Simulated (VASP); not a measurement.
# BaH4 (P-6m2) in VASP: further runs

Runs on BaH4. Level: PBE. Tasks: single point, relaxation of cell and atoms.

All numbers are computed with VASP 6.6.1; they aren't measurements. Logs are shortened: lines on timing, memory, paths and dates and some standing lists are left out, and cuts for length are marked.

## Step 1: The cell of the first run

The structure is hexagonal, space group P-6m2 (No. 187). The conventional cell has a = 4.146 Å, b = 4.146 Å, c = 5.039 Å, α = 90.00°, β = 90.00°, γ = 120.00°. Within 3.2 Å of Ba (site symmetry -6m2) lie 9 H at 2.39 to 2.63 Å. H (site symmetry mm2) has 2 H at 1.30 Å within 1.7 Å. H (site symmetry -6m2) has 3 Ba at 2.39 Å and 12 H at 3.29 Å within 3.3 Å.

The cell was built from a structure type or drawn by symmetry, and may not be a known phase.

## Step 2: Single point, PBE

Contents of INCAR:

```
PREC = Accurate
ENCUT = 520
EDIFF = 1E-6
ISMEAR = 0
SIGMA = 0.1
LREAL = F
LASPH = T
NELM = 60
ALGO = Normal
ISIF = 2
LWAVE = F
LCHARG = T
GGA = PE
LELF = T
LVHAR = T
NBANDS = 15
```

Contents of KPOINTS:

```
Automatic mesh
0
Gamma
  12 12 8
```

Contents of POSCAR:

```
BaH4
1.0
    4.1457839523      0.0000000000      0.0000000000
   -2.0728919762      3.5903542213      0.0000000000
    0.0000000000      0.0000000000      5.0388150052
Ba H
1 4
Direct
    0.6666666667      0.3333333333      0.0000000000
    0.5621869076      0.4378130924      0.5000000000
    0.5621869076      0.1243738153      0.5000000000
    0.8756261847      0.4378130924      0.5000000000
    0.0000000000      0.0000000000      0.0000000000
```

Potentials or basis: VASP PAW PBE potentials, release 64 (Ba_sv, H).

Started as:

```console
> cat potpaw_PBE.64/Ba_sv/POTCAR potpaw_PBE.64/H/POTCAR > POTCAR
> mpirun -np 1 vasp_std > vasp.out
```

OUTCAR:

```text
PREC = Accurate
   ENCUT = 520
   EDIFF = 1E-6
   ISMEAR = 0
   LREAL = F
   LASPH = T
   NELM = 60
   ISIF = 2
   GGA = PE

 ion  position               nearest neighbor table
   1  0.667  0.333  0.000-   5 2.39   5 2.39   5 2.39   4 2.63   4 2.63   3 2.63   3 2.63   2 2.63
                             2 2.63
   2  0.562  0.438  0.500-   1 2.63   1 2.63
   3  0.562  0.124  0.500-   1 2.63   1 2.63
   4  0.876  0.438  0.500-   1 2.63   1 2.63
   5  0.000  0.000  0.000-   1 2.39   1 2.39   1 2.39

  LATTYP: Found a hexagonal cell.
 ALAT       =     4.1457839523
 C/A-ratio  =     1.2154070408

  Lattice vectors:

 A1 = (   4.1457839523,   0.0000000000,   0.0000000000)
 A2 = (  -2.0728919762,   3.5903542213,   0.0000000000)
 A3 = (   0.0000000000,   0.0000000000,   5.0388150052)

Analysis of symmetry for initial positions (statically):
=====================================================================
 Subroutine PRICEL returns:
 Original cell was already a primitive cell.

 Routine SETGRP: Setting up the symmetry group for a
 hexagonal supercell.

 Subroutine GETGRP returns: Found 12 space group operations
 (whereof 12 operations were pure point group operations)
 out of a pool of 24 trial point group operations.

The static configuration has the point symmetry D_3h.

Analysis of symmetry for dynamics (positions and initial velocities):
=====================================================================
 Subroutine PRICEL returns:
 Original cell was already a primitive cell.

 Routine SETGRP: Setting up the symmetry group for a
 hexagonal supercell.

 Subroutine GETGRP returns: Found 12 space group operations
 (whereof 12 operations were pure point group operations)
 out of a pool of 24 trial point group operations.

The dynamic configuration has the point symmetry D_3h.

 Subroutine INISYM returns: Found 12 space group operations
 (whereof 12 operations are pure point group operations),
 and found     1 'primitive' translations

----------------------------------------------------------------------------------------

                                     Primitive cell

  volume of cell :      75.0019

  direct lattice vectors                    reciprocal lattice vectors
     4.145783952  0.000000000  0.000000000     0.241208903  0.139262025  0.000000000
    -2.072891976  3.590354221  0.000000000     0.000000000  0.278524050  0.000000000
[... 106 lines left out ...]
   ISMEAR =     0;   SIGMA  =   0.10  broadening in eV -4-tet -1-fermi 0-gaus
   EFERMI_NEDOS =   21; number of points for ismear=-14 and -15
   IALGO  =     38    algorithm
   IMIX   =      4    mixing-type and parameters
     AMIX     =   0.40;   BMIX     =  1.00
     AMIX_MAG =   1.60;   BMIX_MAG =  1.00
  volume/ion in A,a.u.               =      15.00       101.23
  Fermi-wavevector in a.u.,A,eV,Ry     =   0.935607  1.768041 11.909998  0.875360
  Thomas-Fermi vector in A             =   2.062531
   LORBIT       =      0    0 simple, 1 ext, 2 COOP (PROOUT), +10 PAW based schemes
   GGA     = PE    functional components
   LHFCALC =     F    Hartree Fock is set to
   AEXX    =    0.0000 exact exchange contribution
   IVDW    =     0    specifies the selected vdW correction
   LEPSILON=     F    determine dielectric tensor
   LRPA    =     F    only Hartree local field effects (RPA)
 non-spin polarized calculation
 Gauss-broadening in eV      SIGMA  =   0.10
  energy-cutoff  :      520.00
  volume of cell :       75.00
 maximum number of plane-waves:      2046
 NGX is ok and might be reduce to    32
   NGX = 15   NGY = 15   NGZ = 19

 number of electron      14.0000003 magnetization

 Free energy of the ion-electron system (eV)
  ---------------------------------------------------
  ext. energy  EPLUGINS =         0.00000000
  ---------------------------------------------------
  free energy    TOTEN  =       -12.97159071 eV

  energy without entropy =      -12.96723032  energy(sigma->0) =      -12.96941052

 E-fermi :   0.6733     XC(G=0):  -7.8487

 val. band max:        0.6728399264   @ k =   0.2500   0.2500   0.2500
 cond. band min:       0.7055080595   @ k =   0.1667   0.0833   0.1250
 fundamental gap:      0.0326681332
 Fermi energy:         0.6732510547

 k-point     1 :       0.0000    0.0000    0.0000
  band No.  band energies     occupation
      1     -26.9616      2.00000
      2     -12.3240      2.00000
      3     -11.8482      2.00000
      4     -11.8482      2.00000
      5      -7.9700      2.00000
      6      -2.8659      2.00000
      7       2.3363      0.00000
      8       2.3363      0.00000
      9       3.6384      0.00000
     10       3.6384      0.00000
     11       4.7485      0.00000
     12       5.4767      0.00000
     13       5.8049      0.00000
     14       5.8049      0.00000
[... 401 lines left out ...]
      2     -12.5214      2.00000
      3     -12.3268      2.00000
      4     -11.9757      2.00000
      5      -7.4112      2.00000
      6      -1.9283      2.00000
      7      -0.1310      2.00000
      8       1.8279      0.00000
      9       2.8208      0.00000
     10       3.8427      0.00000
     11       5.5054      0.00000
     12       5.8484      0.00000
     13       7.1007      0.00000
     14       7.5369      0.00000
     15       9.2894      0.00000

 [... further k-points ...]

------------------------ aborting loop because EDIFF is reached ----------------------------------------

  FORCE on cell =-STRESS in cart. coord.  units (eV):
  Direction    XX          YY          ZZ          XY          YZ          ZX
  --------------------------------------------------------------------------------------
  -------------------------------------------------------------------------------------
  Total        0.2184914      0.2184914      0.2034695     -0.0000000      0.0000000      0.0000000
  in kB        4.6673740      4.6673740      4.3464779     -0.0000000      0.0000000      0.0000000
  external PRESSURE =       4.5604086 kB  Pullay stress =       0.0000000 kB

 VOLUME and BASIS-vectors are now :
 -----------------------------------------------------------------------------
  energy-cutoff  :      520.00
  volume of cell :       75.00
      direct lattice vectors                 reciprocal lattice vectors
     4.145783952  0.000000000  0.000000000     0.241208903  0.139262025  0.000000000
    -2.072891976  3.590354221  0.000000000     0.000000000  0.278524050  0.000000000
     0.000000000  0.000000000  5.038815005     0.000000000  0.000000000  0.198459360

 POSITION                                       TOTAL-FORCE (eV/Angst)
 -----------------------------------------------------------------------------------
      2.07289      1.19678      0.00000         0.000000     -0.000000     -0.000000
      1.42317      1.57190      2.51941        -0.014037      0.008104      0.000000
      2.07289      0.44655      2.51941         0.000000     -0.016208     -0.000000
      2.72262      1.57190      2.51941         0.014037      0.008104      0.000000
      0.00000      0.00000      0.00000         0.000000      0.000000     -0.000000
 -----------------------------------------------------------------------------------
    total drift:                               -0.000000      0.000000     -0.000000

  FREE ENERGIE OF THE ION-ELECTRON SYSTEM (eV)
  ---------------------------------------------------
  free  energy   TOTEN  =       -12.9715907113 eV

  energy  without entropy=      -12.9672303203  energy(sigma->0) =      -12.96941052
```

stdout:

```text
POSCAR found type information on POSCAR BaH
 POSCAR found :  2 types and       5 ions
 scaLAPACK will be used
 LDA part: xc-table for (Slater+PW92), standard interpolation
 POSCAR, INCAR and KPOINTS ok, starting setup
 FFT: planning ... GRIDC
 FFT: planning ... GRID_SOFT
 FFT: planning ... GRID
 WAVECAR not read
 entering main loop
```

Wall time 35 s (1 thread of Intel Xeon 6975P-C (Granite Rapids), shared host); peak memory 0.25 GiB.

Results:

```yaml
Free_energy: -12.9716 eV
Pressure: 0.5 GPa
Largest_force: 0.016 eV/Å
Band_gap_on_the_k_mesh: zero (bands 7 and 8 overlap by 2.58 eV)
```

Forces on the atoms (eV/Å):
```
Ba   0.000  0.000  0.000
H   -0.014  0.008  0.000
H    0.000 -0.016  0.000
H    0.014  0.008  0.000
H    0.000  0.000  0.000
```

Levels at points of the mesh, in eV from the Fermi level:
| k point | band 3 | band 4 | band 5 | band 6 | band 7 | band 8 | band 9 | band 10 | band 11 | band 12 |
| --- | --- | --- | --- | --- | --- | --- | --- | --- | --- | --- |
| (0.00, 0.00, 0.00) | -12.52 | -12.52 | -8.64 | -3.54 | 1.66 | 1.66 | 2.97 | 2.97 | 4.08 | 4.80 |
| (0.50, 0.00, 0.00) | -12.89 | -12.69 | -8.14 | -2.50 | -1.12 | 1.23 | 2.01 | 3.42 | 4.45 | 6.45 |
| (0.00, 0.00, 0.50) | -12.51 | -12.51 | -7.24 | -3.51 | 0.89 | 0.89 | 2.74 | 2.98 | 2.98 | 3.73 |
| (0.50, 0.00, 0.50) | -13.37 | -12.68 | -6.82 | -2.43 | -2.04 | 0.30 | 2.82 | 3.64 | 4.54 | 6.39 |

Caveat: spin-orbit coupling is left out, which moves the levels of the heavy elements.

## Step 3: Relaxation of cell and atoms, PBE

This run uses another cell than the first one, of 15.12 Å³/atom.

Contents of INCAR:

```
  PREC = Accurate
  ENCUT = 600
  EDIFF = 1E-7
  ISMEAR = 0
  SIGMA = 0.1
  LREAL = F
  LASPH = T
  NELM = 100
  ALGO = Normal
  ISIF = 3
  LWAVE = F
  LCHARG = F
  GGA = PE
  IBRION = 2
  NSW = 100
  EDIFFG = -0.01
```

KPOINTS is that of step 2.

Contents of POSCAR:

```
BaH4
1.0
    4.1623774501      0.0000000000      0.0000000000
   -2.0811887251      3.6047246120      0.0000000000
    0.0000000000      0.0000000000      5.0370467579
Ba H
1 4
Direct
    0.6666666667      0.3333333333      0.0000000000
    0.5625579600      0.4374420400      0.5000000000
    0.5625579600      0.1251159200      0.5000000000
    0.8748840800      0.4374420400      0.5000000000
    0.0000000000      0.0000000000      0.0000000000
```

Potentials or basis: VASP PAW PBE potentials, release 64 (Ba_sv, H).

Started as:

```console
> cat potpaw_PBE.64/Ba_sv/POTCAR potpaw_PBE.64/H/POTCAR > POTCAR
> mpirun -np 1 vasp_std > vasp.out
```

Wall time 88 s (1 thread of Intel Xeon 6975P-C (Granite Rapids), shared host); peak memory 0.29 GiB.

The run converged. Its results:

```
Free energy                           : -12.9759 eV
Relaxed volume                        : 15.30 Å³/atom
Relaxed cell                          : a = 4.175 Å, b = 4.175 Å, c = 5.069 Å, α = 90.00°, β = 90.00°, γ = 120.00°
Space group after relaxing (to 0.1 Å) : P-6m2 (No. 187)
Energy gained by relaxing             : 0.2 meV/atom
Ionic steps                           : 3
Pressure after relaxing               : 0.0 GPa
Largest force after relaxing          : 0.009 eV/Å
Band gap on the k mesh                : zero (bands 7 and 8 overlap by 2.51 eV)
```

Forces in eV/Å, atoms in the order of the input:
```
Ba   0.000  0.000  0.000
H    0.008 -0.005  0.000
H    0.000  0.009  0.000
H   -0.008 -0.005  0.000
H    0.000  0.000  0.000
```

Stress tensor (GPa, compression positive):
```
 0.05  0.00  0.00
 0.00  0.05  0.00
 0.00  0.00 -0.06
```

The path:
```tsv
step	energy change (eV)	largest force (eV/Å)	pressure (GPa)	volume (Å³)
1	0.0000	0.0121	0.37	75.58
2	-0.0008	0.0035	0.22	75.96
3	-0.0012	0.0090	0.01	76.52
```

Final structure:
```
CELL_PARAMETERS angstrom
4.17508 0.00000 0.00000
-2.08754 3.61572 0.00000
0.00000 0.00000 5.06884
ATOMIC_POSITIONS crystal
Ba 0.66667 0.33333 0.00000
H 0.56236 0.43764 0.50000
H 0.56236 0.12471 0.50000
H 0.87529 0.43764 0.50000
H 0.00000 0.00000 0.00000
```

Levels at points of the mesh, in eV from the Fermi level:
| k point | band 3 | band 4 | band 5 | band 6 | band 7 | band 8 | band 9 | band 10 | band 11 |
| --- | --- | --- | --- | --- | --- | --- | --- | --- | --- |
| (0.00, 0.00, 0.00) | -12.58 | -12.58 | -8.56 | -3.51 | 1.62 | 1.62 | 2.94 | 2.94 | 4.04 |
| (0.50, 0.00, 0.00) | -12.93 | -12.74 | -8.07 | -2.49 | -1.10 | 1.19 | 2.02 | 3.35 | 4.40 |
| (0.00, 0.00, 0.50) | -12.56 | -12.56 | -7.22 | -3.49 | 0.86 | 0.86 | 2.71 | 2.95 | 2.95 |
| (0.50, 0.00, 0.50) | -13.37 | -12.72 | -6.82 | -2.42 | -1.99 | 0.29 | 2.75 | 3.59 | 4.51 |

Caveat: spin-orbit coupling is left out, which moves the levels of the heavy elements.
